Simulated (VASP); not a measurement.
Set up this calculation in VASP 6.6.1, as the native input.

```yaml
Task: single point
Functional: PBE
Potentials_or_basis: VASP PAW PBE potentials, release 64 (B)
Cutoff: 520 eV
k_mesh: 8 × 8 × 8
Occupations: gaussian, width 0.1 eV
Spin: no spin polarisation
Dipole_correction: no
Further_INCAR_settings: ALGO = Normal; EDIFF = 1e-07; NBANDS = 10
```

The structure of B lies in POSCAR:

```
B
1.0
    0.0000000000      2.0247084311      2.0247084311
    2.0247084311      0.0000000000      2.0247084311
    2.0247084311      2.0247084311      0.0000000000
B
2
Direct
    0.5000000000      0.5000000000      0.5000000000
    0.7500000000      0.7500000000      0.7500000000
```

These files were run (other wordings do the same):

INCAR

```
PREC = Accurate
ENCUT = 520
EDIFF = 1E-7
ISMEAR = 0
SIGMA = 0.1
LREAL = F
LASPH = T
NELM = 100
ALGO = Normal
ISIF = 2
LWAVE = F
LCHARG = F
GGA = PE
NBANDS = 10
```

KPOINTS

```
regular mesh
0
Gamma
  8 8 8
```

Potentials or basis: VASP PAW PBE potentials, release 64 (B).

Launch:

```sh
$ cat potpaw_PBE.64/B/POTCAR > POTCAR
$ mpirun -np 1 vasp_std > vasp.out
```

Results of the run:

```yaml
Pressure: 0.3 GPa
Band_gap_on_the_k_mesh: zero (band 3 reaches 7.80 eV, above the bottom of band 4 at 0.62 eV)
```

Wall time 5 s on 1 thread of Intel Xeon 8259CL (shared host), peak memory 0.13 GiB.
